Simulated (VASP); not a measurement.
# ZnSe5 (P-62m) in VASP: a series of runs

The runs below take ZnSe5 through single point, relaxation of cell and atoms, with PBE.

Program: VASP 6.6.1. These are calculated values, not measurements. Logs are shortened: lines on timing, memory, paths and dates and some standing lists are left out, and cuts for length are marked.

## 1. The cell of the first run

Symmetry: P-62m, No. 189, hexagonal system. Conventional cell: a = 6.498 Å, b = 6.498 Å, c = 3.591 Å, α = 90.00°, β = 90.00°, γ = 120.00°. Within 3.6 Å of Zn (site symmetry -62m) lie 6 Se at 2.71 Å and 2 Zn at 3.59 Å. Se (site symmetry m2m) has 2 Zn at 2.71 Å and 8 Se at 2.87 to 3.59 Å within 3.6 Å. Se (site symmetry -6) has 11 Se at 2.87 to 3.75 Å and 3 Zn at 3.75 Å within 3.8 Å.

## 2. Single point, PBE

INCAR

```
SYSTEM = ZnSe5
ALGO     = Normal         ! electronic algorithm
EDIFF    = 1E-6           ! SCF threshold, eV
ENCUT    = 520            ! plane-wave cutoff, eV
GGA      = PE             ! functional
ISIF     = 2              ! what is computed and relaxed
ISMEAR   = 0              ! smearing method
LASPH    = .TRUE.         ! aspherical terms in the spheres
LCHARG   = .FALSE.        ! write CHGCAR
LREAL    = .FALSE.        ! projectors in reciprocal space
LWAVE    = .FALSE.        ! write WAVECAR
NBANDS   = 30             ! bands
NELM     = 80             ! most SCF steps
PREC     = Accurate       ! precision mode
SIGMA    = 0.1            ! smearing width, eV
```

KPOINTS

```
k-points
0
G
  3 3 4
  0 0 0
```

POSCAR

```
ZnSe5
1.0
    6.4984399507      0.0000000028      0.0000000000
   -3.2492199778      5.6278140809      0.0000000000
    0.0000000000      0.0000000000      3.5910674054
Zn Se
1 5
Direct
    0.0000000000      0.0000000000      0.5000000000
    0.6885760990      0.0000000000      0.0000000000
    0.6666666667      0.3333333333      0.5000000000
    0.3114239010      0.3114239010      0.0000000000
    0.3333333333      0.6666666667      0.5000000000
    0.0000000000      0.6885760990      0.0000000000
```

Potentials or basis: VASP PAW PBE potentials, release 64 (Zn, Se).

Run with:

```bash
cat potpaw_PBE.64/Zn/POTCAR potpaw_PBE.64/Se/POTCAR > POTCAR
mpirun -np 1 vasp_std > vasp.out
```

OUTCAR:

```text
SYSTEM = ZnSe5
   EDIFF = 1E-6
   ENCUT = 520
   GGA = PE
   ISIF = 2
   ISMEAR = 0
   LASPH = .TRUE.
   LREAL = .FALSE.
   NELM = 80
   PREC = Accurate

 ion  position               nearest neighbor table
   1  0.000  0.000  0.500-   2 2.71   2 2.71   4 2.71   4 2.71   6 2.71   6 2.71
   2  0.689  0.000  0.000-   1 2.71   1 2.71
   3  0.667  0.333  0.500-
   4  0.311  0.311  0.000-   1 2.71   1 2.71
   5  0.333  0.667  0.500-
   6  0.000  0.689  0.000-   1 2.71   1 2.71

  LATTYP: Found a hexagonal cell.
 ALAT       =     6.4984399507
 C/A-ratio  =     0.5526045378

  Lattice vectors:

 A1 = (   6.4984399507,   0.0000000028,   0.0000000000)
 A2 = (  -3.2492199778,   5.6278140809,   0.0000000000)
 A3 = (   0.0000000000,   0.0000000000,   3.5910674054)

Analysis of symmetry for initial positions (statically):
=====================================================================
 Subroutine PRICEL returns:
 Original cell was already a primitive cell.

 Routine SETGRP: Setting up the symmetry group for a
 hexagonal supercell.

 Subroutine GETGRP returns: Found 12 space group operations
 (whereof 12 operations were pure point group operations)
 out of a pool of 24 trial point group operations.

The static configuration has the point symmetry D_3h.

Analysis of symmetry for dynamics (positions and initial velocities):
=====================================================================
 Subroutine PRICEL returns:
 Original cell was already a primitive cell.

 Routine SETGRP: Setting up the symmetry group for a
 hexagonal supercell.

 Subroutine GETGRP returns: Found 12 space group operations
 (whereof 12 operations were pure point group operations)
 out of a pool of 24 trial point group operations.

The dynamic configuration has the point symmetry D_3h.

 Subroutine INISYM returns: Found 12 space group operations
 (whereof 12 operations are pure point group operations),
 and found     1 'primitive' translations

----------------------------------------------------------------------------------------

                                     Primitive cell

  volume of cell :     131.3326

  direct lattice vectors                    reciprocal lattice vectors
     6.498439951  0.000000003  0.000000000     0.153883087  0.088844442  0.000000000
    -3.249219978  5.627814081  0.000000000    -0.000000000  0.177688883  0.000000000
     0.000000000  0.000000000  3.591067405     0.000000000  0.000000000  0.278468736

  length of vectors
     6.498439951  6.498439951  3.591067405     0.177688883  0.177688883  0.278468736

  position of ions in fractional coordinates (direct lattice)
     0.000000000  0.000000000  0.500000000
     0.688576099  0.000000000  0.000000000
     0.666666667  0.333333333  0.500000000
     0.311423901  0.311423901  0.000000000
     0.333333333  0.666666667  0.500000000
     1.000000000  0.688576099  0.000000000

  ion indices of the primitive-cell ions
   primitive index   ion index
                 1           1
                 2           2
                 3           3
                 4           4
                 5           5
                 6           6

----------------------------------------------------------------------------------------

 KPOINTS: k-points

Automatic generation of k-mesh.
 Grid dimensions read from file:
 generate k-points for:    3    3    4

 Generating k-lattice:

  Cartesian coordinates                     Fractional coordinates (reciprocal lattice)
     0.051294362  0.029614814  0.000000000     0.333333333  0.000000000  0.000000000
    -0.000000000  0.059229628  0.000000000     0.000000000  0.333333333  0.000000000
     0.000000000  0.000000000  0.069617184     0.000000000  0.000000000  0.250000000

  Length of vectors
     0.059229628  0.059229628  0.069617184

  Shift w.r.t. Gamma in fractional coordinates (k-lattice)
     0.000000000  0.000000000  0.000000000

 Subroutine IBZKPT returns following result:
 ===========================================

 Found      9 irreducible k-points:

 Following reciprocal coordinates:
            Coordinates               Weight
  0.000000  0.000000  0.000000      1.000000
  0.333333  0.000000  0.000000      6.000000
  0.333333  0.333333  0.000000      2.000000
  0.000000  0.000000  0.250000      2.000000
  0.333333  0.000000  0.250000     12.000000
  0.333333  0.333333  0.250000      4.000000
  0.000000  0.000000  0.500000      1.000000
  0.333333  0.000000  0.500000      6.000000
  0.333333  0.333333  0.500000      2.000000
   k-points           NKPTS =      9   k-points in BZ     NKDIM =      9   number of bands    NBANDS=     30
   number of dos      NEDOS =    301   number of ions     NIONS =      6
   total plane-waves  NPLWV =  64512
   dimension x,y,z NGX =    48 NGY =   48 NGZ =   28
   dimension x,y,z NGXF=    96 NGYF=   96 NGZF=   56
   ions per type =               1   5
   NGX,Y,Z   is equivalent  to a cutoff of  12.28, 12.28, 12.96 a.u.
   NGXF,Y,Z  is equivalent  to a cutoff of  24.56, 24.56, 25.92 a.u.
 SYSTEM =  ZnSe5
   PREC   = accura    normal or accurate (medium, high low for compatibility)
   ISTART =      0    job   : 0-new  1-cont  2-samecut
   ICHARG =      2    charge: 1-file 2-atom 10-const
   ISPIN  =      1    spin polarized calculation?
   LNONCOLLINEAR =      F non collinear calculations
   LSORBIT =      F    spin-orbit coupling
   LASPH  =      T    aspherical Exc in radial PAW
   ENCUT  =  520.0 eV  38.22 Ry    6.18 a.u.  12.08 12.08  6.68*2*pi/ulx,y,z
   NELM   =     80;   NELMIN=  2; NELMDL= -5     # of ELM steps
   EDIFF  = 0.1E-05   stopping-criterion for ELM
   LREAL  =      F    real-space projection
   EDIFFG = 0.1E-04   stopping-criterion for IOM
   NSW    =      0    number of steps for IOM
   IBRION =     -1    ionic relax: 0-MD 1-quasi-New 2-CG
   NFREE  =      0    steps in history (QN), initial steepest desc. (CG)
   ISIF   =      2    stress and relaxation
   ISYM   =      2    0-nonsym 1-usesym 2-fastsym
   POTIM  = 0.5000    time-step for ionic-motion
   TEBEG  =    0.0;   TEEND  =   0.0 temperature during run
   PSTRESS=    0.0 pullay stress
   NELECT =      42.0000    total number of electrons
   NUPDOWN=      -1.0000    fix difference up-down
   EMIN   =  10.00;   EMAX   =-10.00  energy-range for DOS
   EFERMI =   0.00;   METHOD = LEGACY
   ISMEAR =     0;   SIGMA  =   0.10  broadening in eV -4-tet -1-fermi 0-gaus
   EFERMI_NEDOS =   21; number of points for ismear=-14 and -15
   IALGO  =     38    algorithm
   IMIX   =      4    mixing-type and parameters
     AMIX     =   0.40;   BMIX     =  1.00
     AMIX_MAG =   1.60;   BMIX_MAG =  1.00
  volume/ion in A,a.u.               =      21.89       147.71
  Fermi-wavevector in a.u.,A,eV,Ry     =   1.119525  2.115595 17.052674  1.253336
  Thomas-Fermi vector in A             =   2.256165
   LORBIT       =      0    0 simple, 1 ext, 2 COOP (PROOUT), +10 PAW based schemes
   GGA     = PE    functional components
   LHFCALC =     F    Hartree Fock is set to
   AEXX    =    0.0000 exact exchange contribution
   IVDW    =     0    specifies the selected vdW correction
   LEPSILON=     F    determine dielectric tensor
   LRPA    =     F    only Hartree local field effects (RPA)
 non-spin polarized calculation
 Gauss-broadening in eV      SIGMA  =   0.10
  energy-cutoff  :      520.00
  volume of cell :      131.33
 maximum number of plane-waves:      3544
   NGX = 25   NGY = 25   NGZ = 13

 number of electron      42.0000009 magnetization

 Free energy of the ion-electron system (eV)
  ---------------------------------------------------
  ext. energy  EPLUGINS =         0.00000000
  ---------------------------------------------------
  free energy    TOTEN  =       -17.18916142 eV

  energy without entropy =      -17.16763069  energy(sigma->0) =      -17.17839605

 E-fermi :   4.1291     XC(G=0): -10.0101

 val. band max:        4.0175047283   @ k =   0.3333   0.3333   0.5000
 cond. band min:       4.1584365531   @ k =   0.3333   0.0000   0.2500
 fundamental gap:      0.1409318248
 Fermi energy:         4.1291169620

 k-point     1 :       0.0000    0.0000    0.0000
  band No.  band energies     occupation
      1     -11.4180      2.00000
      2      -9.2039      2.00000
      3      -9.0659      2.00000
      4      -9.0659      2.00000
      5      -7.2815      2.00000
      6      -2.8354      2.00000
[... 22 lines left out ...]
     29       9.7567      0.00000
     30      11.7940      0.00000

 k-point     2 :       0.3333    0.0000    0.0000
  band No.  band energies     occupation
      1     -11.1008      2.00000
      2     -10.1449      2.00000
      3      -9.3632      2.00000
      4      -8.2018      2.00000
      5      -7.1934      2.00000
      6      -2.9143      2.00000
[... 22 lines left out ...]
     29      10.0535      0.00000
     30      10.6738      0.00000

 k-point     3 :       0.3333    0.3333    0.0000
  band No.  band energies     occupation
      1     -10.6334      2.00000
      2     -10.6334      2.00000
      3      -9.6833      2.00000
      4      -7.5141      2.00000
      5      -7.5141      2.00000
      6      -2.9771      2.00000
[... 22 lines left out ...]
     29      10.0247      0.00000
     30      10.8730      0.00000

 k-point     4 :       0.0000    0.0000    0.2500
  band No.  band energies     occupation
      1     -10.8531      2.00000
      2      -8.8909      2.00000
      3      -8.7691      2.00000
      4      -8.7691      2.00000
      5      -7.7407      2.00000
      6      -2.9110      2.00000
[... 22 lines left out ...]
     29      10.9229      0.00000
     30      11.6112      0.00000

 k-point     5 :       0.3333    0.0000    0.2500
  band No.  band energies     occupation
      1     -10.5548      2.00000
      2      -9.6862      2.00000
      3      -9.0395      2.00000
      4      -8.1505      2.00000
      5      -7.6107      2.00000
      6      -2.8772      2.00000
[... 22 lines left out ...]
     29      10.2898      0.00000
     30      11.6699      0.00000

 k-point     6 :       0.3333    0.3333    0.2500
  band No.  band energies     occupation
      1     -10.1207      2.00000
      2     -10.1207      2.00000
      3      -9.3272      2.00000
      4      -7.7353      2.00000
      5      -7.7353      2.00000
      6      -2.8394      2.00000
[... 22 lines left out ...]
     29       9.7741      0.00000
     30      11.7426      0.00000

 k-point     7 :       0.0000    0.0000    0.5000
  band No.  band energies     occupation
      1      -9.4124      2.00000
      2      -9.2551      2.00000
      3      -8.5127      2.00000
      4      -8.4156      2.00000
      5      -8.4156      2.00000
      6      -2.8785      2.00000
[... 22 lines left out ...]
     29      11.7948      0.00000
     30      12.2678      0.00000

 k-point     8 :       0.3333    0.0000    0.5000
  band No.  band energies     occupation
      1      -9.1734      2.00000
      2      -9.1077      2.00000
      3      -8.6850      2.00000
      4      -8.6516      2.00000
      5      -8.5092      2.00000
      6      -2.8654      2.00000
[... 22 lines left out ...]
     29      10.1644      0.00000
     30      11.3315      0.00000

 k-point     9 :       0.3333    0.3333    0.5000
  band No.  band energies     occupation
      1      -8.9018      2.00000
      2      -8.9018      2.00000
      3      -8.8834      2.00000
      4      -8.7509      2.00000
      5      -8.7509      2.00000
      6      -2.8569      2.00000
[... 22 lines left out ...]
     29       8.9853      0.00000
     30      12.6424      0.00000

------------------------ aborting loop because EDIFF is reached ----------------------------------------

  FORCE on cell =-STRESS in cart. coord.  units (eV):
  Direction    XX          YY          ZZ          XY          YZ          ZX
  --------------------------------------------------------------------------------------
  -------------------------------------------------------------------------------------
  Total       -0.0737272     -0.0737272     -0.1003091      0.0000000      0.0000000      0.0000000
  in kB       -0.8994275     -0.8994275     -1.2237099      0.0000000      0.0000000      0.0000000
  external PRESSURE =      -1.0075216 kB  Pullay stress =       0.0000000 kB

 VOLUME and BASIS-vectors are now :
 -----------------------------------------------------------------------------
  energy-cutoff  :      520.00
  volume of cell :      131.33
      direct lattice vectors                 reciprocal lattice vectors
     6.498439951  0.000000003  0.000000000     0.153883087  0.088844442  0.000000000
    -3.249219978  5.627814081  0.000000000    -0.000000000  0.177688883  0.000000000
     0.000000000  0.000000000  3.591067405     0.000000000  0.000000000  0.278468736

 POSITION                                       TOTAL-FORCE (eV/Angst)
 -----------------------------------------------------------------------------------
      0.00000      0.00000      1.79553         0.000000     -0.000000      0.000000
      4.47467      0.00000      0.00000         0.005308      0.000000      0.000000
      3.24922      1.87594      1.79553         0.000000     -0.000000      0.000000
      1.01188      1.75264      0.00000        -0.002654     -0.004597      0.000000
     -0.00000      3.75188      1.79553         0.000000     -0.000000      0.000000
     -2.23734      3.87518      0.00000        -0.002654      0.004597      0.000000
 -----------------------------------------------------------------------------------
    total drift:                               -0.000005     -0.000008     -0.000000

  FREE ENERGIE OF THE ION-ELECTRON SYSTEM (eV)
  ---------------------------------------------------
  free  energy   TOTEN  =       -17.1891614160 eV

  energy  without entropy=      -17.1676306919  energy(sigma->0) =      -17.17839605
```

It took 16 s on 1 thread of Intel Xeon 6975P-C (Granite Rapids), shared host; peak memory 0.25 GiB.

Results:

* Free energy: -17.1892 eV
* Pressure: -0.1 GPa
* Largest force: 0.005 eV/Å
* Band gap on the k mesh: zero (band 21 reaches 4.93 eV, above the bottom of band 22 at 3.19 eV)

Forces in eV/Å, atoms in the order of the input:
```
Zn   0.000  0.000  0.000
Se   0.005  0.000  0.000
Se   0.000  0.000  0.000
Se  -0.003 -0.005  0.000
Se   0.000  0.000  0.000
Se  -0.003  0.005  0.000
```

Caveat: the k points lie up to 0.44 Å⁻¹ apart.

(Continued in part 2 of 3.)
